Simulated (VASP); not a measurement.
# Pb (Im-3m) in VASP: further runs

Runs on Pb. Level: PBEsol. Tasks: single point.

All numbers are computed with VASP 6.6.1; they aren't measurements. Logs are shortened: lines on timing, memory, paths and dates and some standing lists are left out, and cuts for length are marked.

**1. The cell of the first run**

Symmetry: Im-3m, No. 229, cubic system. Conventional cell: a = 3.911 Å, b = 3.911 Å, c = 3.911 Å, α = 90.00°, β = 90.00°, γ = 90.00°. Within 4.5 Å of Pb (site symmetry m-3m) lie 14 Pb at 3.39 to 3.91 Å.

**2. Single point, PBEsol**

Input file INCAR:

```
SYSTEM = Pb
  PREC = Accurate
  ENCUT = 520
  EDIFF = 1E-6
  ISMEAR = -1
  SIGMA = 0.1
  LREAL = .FALSE.
  LASPH = .TRUE.
  NELM = 100
  ALGO = Normal
  ISIF = 2
  LWAVE = .FALSE.
  LCHARG = .FALSE.
  GGA = PS
  NBANDS = 13
```

Input file KPOINTS:

```
Automatic mesh
0
G
  11 11 11
  0 0 0
```

Input file POSCAR:

```
Pb
1.0
   -1.9556164800      1.9556164800      1.9556164800
    1.9556164800     -1.9556164800      1.9556164800
    1.9556164800      1.9556164800     -1.9556164800
Pb
1
Direct
    0.0000000000      0.0000000000      0.0000000000
```

Potentials or basis: VASP PAW PBE potentials, release 64 (Pb_d).

Run with:

```bash
> cat potpaw_PBE.64/Pb_d/POTCAR > POTCAR
> mpirun -np 1 vasp_std > vasp.out
```

OUTCAR:

```text
SYSTEM = Pb
   PREC = Accurate
   ENCUT = 520
   EDIFF = 1E-6
   ISMEAR = -1
   LREAL = .FALSE.
   LASPH = .TRUE.
   NELM = 100
   ISIF = 2
   GGA = PS

 ion  position               nearest neighbor table
   1  0.000  0.000  0.000-

  LATTYP: Found a body centered cubic cell.
 ALAT       =     3.9112329600

  Lattice vectors:

 A1 = (  -1.9556164800,   1.9556164800,   1.9556164800)
 A2 = (   1.9556164800,  -1.9556164800,   1.9556164800)
 A3 = (   1.9556164800,   1.9556164800,  -1.9556164800)

Analysis of symmetry for initial positions (statically):
=====================================================================
 Subroutine PRICEL returns:
 Original cell was already a primitive cell.

 Routine SETGRP: Setting up the symmetry group for a
 body centered cubic supercell.

 Subroutine GETGRP returns: Found 48 space group operations
 (whereof 48 operations were pure point group operations)
 out of a pool of 48 trial point group operations.

The static configuration has the point symmetry O_h .

Analysis of symmetry for dynamics (positions and initial velocities):
=====================================================================
 Subroutine PRICEL returns:
 Original cell was already a primitive cell.

 Routine SETGRP: Setting up the symmetry group for a
 body centered cubic supercell.

 Subroutine GETGRP returns: Found 48 space group operations
 (whereof 48 operations were pure point group operations)
 out of a pool of 48 trial point group operations.

The dynamic configuration has the point symmetry O_h .

 Subroutine INISYM returns: Found 48 space group operations
 (whereof 48 operations are pure point group operations),
 and found     1 'primitive' translations

----------------------------------------------------------------------------------------

                                     Primitive cell

  volume of cell :      29.9165

  direct lattice vectors                    reciprocal lattice vectors
    -1.955616480  1.955616480  1.955616480     0.000000000  0.255673853  0.255673853
     1.955616480 -1.955616480  1.955616480     0.255673853  0.000000000  0.255673853
     1.955616480  1.955616480 -1.955616480     0.255673853  0.255673853  0.000000000

  length of vectors
     3.387227103  3.387227103  3.387227103     0.361577430  0.361577430  0.361577430

  position of ions in fractional coordinates (direct lattice)
     0.000000000  0.000000000  0.000000000

  ion indices of the primitive-cell ions
   primitive index   ion index
                 1           1

----------------------------------------------------------------------------------------

 KPOINTS: Automatic mesh

Automatic generation of k-mesh.
 Grid dimensions read from file:
 generate k-points for:   11   11   11

 Generating k-lattice:

  Cartesian coordinates                     Fractional coordinates (reciprocal lattice)
     0.000000000  0.023243078  0.023243078     0.090909091  0.000000000  0.000000000
     0.023243078  0.000000000  0.023243078     0.000000000  0.090909091  0.000000000
     0.023243078  0.023243078  0.000000000     0.000000000  0.000000000  0.090909091

  Length of vectors
     0.032870675  0.032870675  0.032870675

  Shift w.r.t. Gamma in fractional coordinates (k-lattice)
     0.000000000  0.000000000  0.000000000

 Subroutine IBZKPT returns following result:
 ===========================================

 Found     56 irreducible k-points:

 Following reciprocal coordinates:
            Coordinates               Weight
  0.000000  0.000000  0.000000      1.000000
  0.090909  0.000000  0.000000     12.000000
  0.181818  0.000000  0.000000     12.000000
  0.272727  0.000000  0.000000     12.000000
  0.363636  0.000000  0.000000     12.000000
  0.454545  0.000000  0.000000     12.000000
[... 16 lines left out ...]
  0.272727  0.181818  0.090909     48.000000
  0.363636  0.181818  0.090909     24.000000
 [... further k-points ...]
   k-points           NKPTS =     56   k-points in BZ     NKDIM =     56   number of bands    NBANDS=     13
   number of dos      NEDOS =    301   number of ions     NIONS =      1
   total plane-waves  NPLWV =  21952
   dimension x,y,z NGX =    28 NGY =   28 NGZ =   28
   dimension x,y,z NGXF=    56 NGYF=   56 NGZF=   56
   ions per type =               1
   NGX,Y,Z   is equivalent  to a cutoff of  13.74, 13.74, 13.74 a.u.
   NGXF,Y,Z  is equivalent  to a cutoff of  27.48, 27.48, 27.48 a.u.
 SYSTEM =  Pb
   PREC   = accura    normal or accurate (medium, high low for compatibility)
   ISTART =      0    job   : 0-new  1-cont  2-samecut
   ICHARG =      2    charge: 1-file 2-atom 10-const
   ISPIN  =      1    spin polarized calculation?
   LNONCOLLINEAR =      F non collinear calculations
   LSORBIT =      F    spin-orbit coupling
   LASPH  =      T    aspherical Exc in radial PAW
   ENCUT  =  520.0 eV  38.22 Ry    6.18 a.u.   6.30  6.30  6.30*2*pi/ulx,y,z
   NELM   =    100;   NELMIN=  2; NELMDL= -5     # of ELM steps
   EDIFF  = 0.1E-05   stopping-criterion for ELM
   LREAL  =      F    real-space projection
   EDIFFG = 0.1E-04   stopping-criterion for IOM
   NSW    =      0    number of steps for IOM
   IBRION =     -1    ionic relax: 0-MD 1-quasi-New 2-CG
   NFREE  =      0    steps in history (QN), initial steepest desc. (CG)
   ISIF   =      2    stress and relaxation
   ISYM   =      2    0-nonsym 1-usesym 2-fastsym
   POTIM  = 0.5000    time-step for ionic-motion
   TEBEG  =    0.0;   TEEND  =   0.0 temperature during run
   PSTRESS=    0.0 pullay stress
   NELECT =      14.0000    total number of electrons
   NUPDOWN=      -1.0000    fix difference up-down
   EMIN   =  10.00;   EMAX   =-10.00  energy-range for DOS
   EFERMI =   0.00;   METHOD = LEGACY
   ISMEAR =    -1;   SIGMA  =   0.10  broadening in eV -4-tet -1-fermi 0-gaus
   EFERMI_NEDOS =   21; number of points for ismear=-14 and -15
   IALGO  =     38    algorithm
   IMIX   =      4    mixing-type and parameters
     AMIX     =   0.40;   BMIX     =  1.00
     AMIX_MAG =   1.60;   BMIX_MAG =  1.00
  volume/ion in A,a.u.               =      29.92       201.89
  Fermi-wavevector in a.u.,A,eV,Ry     =   1.271005  2.401851 21.979572  1.615453
  Thomas-Fermi vector in A             =   2.403961
   LORBIT       =      0    0 simple, 1 ext, 2 COOP (PROOUT), +10 PAW based schemes
   GGA     = PS    functional components
   LHFCALC =     F    Hartree Fock is set to
   AEXX    =    0.0000 exact exchange contribution
   IVDW    =     0    specifies the selected vdW correction
   LEPSILON=     F    determine dielectric tensor
   LRPA    =     F    only Hartree local field effects (RPA)
 non-spin polarized calculation
  energy-cutoff  :      520.00
  volume of cell :       29.92
 maximum number of plane-waves:       817
 NGX is ok and might be reduce to    28
   NGX = 13   NGY = 13   NGZ = 13

 number of electron      14.0000003 magnetization

 Free energy of the ion-electron system (eV)
  ---------------------------------------------------
  ext. energy  EPLUGINS =         0.00000000
  ---------------------------------------------------
  free energy    TOTEN  =        -3.97256945 eV

  energy without entropy =       -3.95663838  energy(sigma->0) =       -3.96460391

 E-fermi :   7.2813     XC(G=0): -10.4090

 val. band max:        7.2424484060   @ k =  -0.3636   0.4545   0.2727
 cond. band min:       7.2835210502   @ k =   0.3636   0.1818   0.0909
 fundamental gap:      0.0410726443
 Fermi energy:         7.2812971292

 k-point     1 :       0.0000    0.0000    0.0000
  band No.  band energies     occupation
      1      -9.8041      2.00000
      2      -9.8041      2.00000
      3      -9.8041      2.00000
      4      -9.5522      2.00000
      5      -9.5522      2.00000
      6      -4.6109      2.00000
      7      15.0148      0.00000
      8      15.0148      0.00000
      9      15.0148      0.00000
     10      18.3815      0.00000
     11      18.3815      0.00000
     12      18.3815      0.00000
     13      19.3220      0.00000

 k-point     2 :       0.0909    0.0000    0.0000
  band No.  band energies     occupation
      1      -9.8113      2.00000
      2      -9.7956      2.00000
      3      -9.7733      2.00000
      4      -9.5601      2.00000
      5      -9.5528      2.00000
      6      -4.4401      2.00000
      7      13.3468      0.00000
      8      14.4451      0.00000
      9      14.7735      0.00000
     10      17.4470      0.00000
     11      17.9968      0.00000
     12      18.2517      0.00000
     13      20.2316      0.00000

 k-point     3 :       0.1818    0.0000    0.0000
  band No.  band energies     occupation
      1      -9.8305      2.00000
      2      -9.7788      2.00000
      3      -9.6892      2.00000
      4      -9.5776      2.00000
      5      -9.5545      2.00000
      6      -3.9270      2.00000
      7      10.5020      0.00000
      8      13.2833      0.00000
      9      14.1319      0.00000
     10      16.3814      0.00000
     11      17.3613      0.00000
     12      18.4437      0.00000
     13      20.8184      0.00000

 k-point     4 :       0.2727    0.0000    0.0000
  band No.  band energies     occupation
      1      -9.8557      2.00000
      2      -9.7744      2.00000
      3      -9.5871      2.00000
      4      -9.5766      2.00000
      5      -9.5565      2.00000
      6      -3.0810      2.00000
      7       7.6940      0.03174
      8      12.1373      0.00000
      9      13.3891      0.00000
     10      15.6229      0.00000
     11      16.8318      0.00000
     12      19.1637      0.00000
     13      21.1922      0.00000

 k-point     5 :       0.3636    0.0000    0.0000
  band No.  band energies     occupation
      1      -9.8786      2.00000
      2      -9.7899      2.00000
      3      -9.5799      2.00000
      4      -9.5581      2.00000
      5      -9.4703      2.00000
      6      -1.9615      2.00000
      7       5.2137      2.00000
      8      11.2722      0.00000
      9      12.8013      0.00000
     10      15.1484      0.00000
     11      16.4738      0.00000
     12      20.2088      0.00000
     13      21.6033      0.00000
[... 257 lines left out ...]
 k-point    22 :       0.1818    0.1818    0.0909
  band No.  band energies     occupation
      1      -9.8337      2.00000
      2      -9.7813      2.00000
      3      -9.5748      2.00000
      4      -9.5654      2.00000
      5      -9.5165      2.00000
      6      -1.8208      2.00000
      7       6.0886      1.99999
      8       8.9052      0.00000
      9      10.3317      0.00000
     10      19.3813      0.00000
     11      19.7630      0.00000
     12      20.9525      0.00000
     13      22.0586      0.00000

 k-point    23 :       0.2727    0.1818    0.0909
  band No.  band energies     occupation
      1      -9.8388      2.00000
      2      -9.7480      2.00000
      3      -9.5698      2.00000
      4      -9.5664      2.00000
      5      -9.5065      2.00000
      6      -0.8010      2.00000
      7       4.7866      2.00000
      8       7.6810      0.03607
      9       9.7939      0.00000
     10      19.2443      0.00000
     11      20.7827      0.00000
     12      21.1592      0.00000
     13      22.8211      0.00000

 k-point    24 :       0.3636    0.1818    0.0909
  band No.  band energies     occupation
      1      -9.8410      2.00000
      2      -9.7328      2.00000
      3      -9.5680      2.00000
      4      -9.5619      2.00000
      5      -9.5100      2.00000
      6      -0.2568      2.00000
      7       4.1203      2.00000
      8       7.2835      0.98888
      9       9.6210      0.00000
     10      19.1385      0.00000
     11      21.0432      0.00000
     12      21.8703      0.00000
     13      22.1369      0.00000

 [... further k-points ...]

------------------------ aborting loop because EDIFF is reached ----------------------------------------

  FORCE on cell =-STRESS in cart. coord.  units (eV):
  Direction    XX          YY          ZZ          XY          YZ          ZX
  --------------------------------------------------------------------------------------
  -------------------------------------------------------------------------------------
  Total       -0.0136971     -0.0136971     -0.0136971     -0.0000000     -0.0000000      0.0000000
  in kB       -0.7335452     -0.7335452     -0.7335452     -0.0000000     -0.0000000      0.0000000
  external PRESSURE =      -0.7335452 kB  Pullay stress =       0.0000000 kB

 VOLUME and BASIS-vectors are now :
 -----------------------------------------------------------------------------
  energy-cutoff  :      520.00
  volume of cell :       29.92
      direct lattice vectors                 reciprocal lattice vectors
    -1.955616480  1.955616480  1.955616480     0.000000000  0.255673853  0.255673853
     1.955616480 -1.955616480  1.955616480     0.255673853  0.000000000  0.255673853
     1.955616480  1.955616480 -1.955616480     0.255673853  0.255673853  0.000000000

 POSITION                                       TOTAL-FORCE (eV/Angst)
 -----------------------------------------------------------------------------------
      0.00000      0.00000      0.00000        -0.000000      0.000000     -0.000000
 -----------------------------------------------------------------------------------
    total drift:                               -0.000000     -0.000000     -0.000000

  FREE ENERGIE OF THE ION-ELECTRON SYSTEM (eV)
  ---------------------------------------------------
  free  energy   TOTEN  =        -3.9725694453 eV

  energy  without entropy=       -3.9566383810  energy(sigma->0) =       -3.96460391
```

Wall time 22 s (1 thread of Intel Xeon Platinum 8259CL at 2.50GHz (Skylake/Cascade Lake), shared host); peak memory 0.17 GiB.

What came out:

```yaml
Free_energy: -3.9726 eV
Pressure: -0.1 GPa
Band_gap_on_the_k_mesh: zero (band 7 reaches 15.01 eV, above the bottom of band 8 at 5.21 eV)
```

Levels at points of the mesh, in eV from the Fermi level:
| k point | band 3 | band 4 | band 5 | band 6 | band 7 | band 8 | band 9 | band 10 | band 11 | band 12 |
| --- | --- | --- | --- | --- | --- | --- | --- | --- | --- | --- |
| (0.00, 0.00, 0.00) | -17.09 | -16.83 | -16.83 | -11.89 | 7.73 | 7.73 | 7.73 | 11.10 | 11.10 | 11.10 |

Caveat: the PAW data sets were made with another functional, which shifts forces and pressure a little; spin-orbit coupling is left out, which moves the levels of the heavy elements.

**3. Single point, PBEsol (volume scaled by 0.88)**

Input file INCAR:

```
SYSTEM = Pb
PREC = Accurate ; ENCUT = 520
EDIFF = 1E-6 ; ISMEAR = -1
SIGMA = 0.1 ; LREAL = .FALSE.
LASPH = .TRUE. ; NELM = 100
ALGO = Normal ; ISIF = 2
LWAVE = .FALSE. ; LCHARG = .TRUE.
GGA = PS ; LELF = .TRUE.
LVHAR = .TRUE. ; NBANDS = 13
```

Input file KPOINTS:

```
regular mesh
0
G
  13 13 13
  0 0 0
```

Input file POSCAR:

```
Pb
1.0
   -1.8740359270      1.8740359270      1.8740359270
    1.8740359270     -1.8740359270      1.8740359270
    1.8740359270      1.8740359270     -1.8740359270
Pb
1
Direct
    0.0000000000      0.0000000000      0.0000000000
```

Potentials or basis: VASP PAW PBE potentials, release 64 (Pb_d).

Run with:

```bash
> cat potpaw_PBE.64/Pb_d/POTCAR > POTCAR
> mpirun -np 1 vasp_std > vasp.out
```

It took 18 s on 1 thread of Intel Xeon Platinum 8259CL at 2.50GHz (Skylake/Cascade Lake), shared host; peak memory 0.15 GiB.

Results (log left out):

```
Free energy            : -3.8910 eV
Pressure               : 8.1 GPa
Band gap on the k mesh : zero (band 7 reaches 17.80 eV, above the bottom of band 8 at 6.47 eV)
```

Levels at points of the mesh, in eV from the Fermi level:
```
           k point  band 3  band 4  band 5  band 6  band 7  band 8  band 9  band 10  band 11  band 12
(0.00, 0.00, 0.00)  -17.20  -16.84  -16.84  -12.81    9.01    9.01    9.01    11.30    11.30    11.30
```

Caveat: the PAW data sets were made with another functional, which shifts forces and pressure a little; spin-orbit coupling is left out, which moves the levels of the heavy elements.
